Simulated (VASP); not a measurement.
A run of VASP 6.6.1 is set up as follows.

The input INCAR:

```
SYSTEM = Cr
PREC     = Accurate       ! precision mode
ENCUT    = 520            ! plane-wave cutoff, eV
EDIFF    = 1E-6           ! SCF threshold, eV
ISMEAR   = -1             ! smearing method
SIGMA    = 0.1            ! smearing width, eV
LREAL    = .FALSE.        ! projectors in reciprocal space
LASPH    = .TRUE.         ! aspherical terms in the spheres
NELM     = 80             ! most SCF steps
ALGO     = Normal         ! electronic algorithm
ISIF     = 2              ! what is computed and relaxed
LWAVE    = .FALSE.        ! write WAVECAR
LCHARG   = .TRUE.         ! write CHGCAR
GGA      = PE             ! functional
LELF     = .TRUE.         ! ELF
LVHAR    = .TRUE.       
NBANDS   = 12             ! bands
```

The input KPOINTS:

```
regular mesh
0
G
  17 17 17
  0 0 0
```

The input POSCAR:

```
Cr
1.0
    0.0000000000      1.8360890474      1.8360890474
    1.8360890474      0.0000000000      1.8360890474
    1.8360890474      1.8360890474      0.0000000000
Cr
1
Direct
    0.0000000000      0.0000000000      0.0000000000
```

Potentials or basis: VASP PAW PBE potentials, release 64 (Cr_pv).

Command:

```bash
$ cat potpaw_PBE.64/Cr_pv/POTCAR > POTCAR
$ mpirun -np 1 vasp_std > vasp.out
```

Task: Estimate the band gap on the k mesh.

Result: Zero (band 6 reaches 12.13 eV, above the bottom of band 7 at 9.38 eV).

Task: Predict the pressure.

Result: -9.0 GPa.

Caveat: the run has no spin polarisation, though such a crystal can be magnetic. Spin polarisation is off, so any magnetic state and its effect on volume and gap are missing.
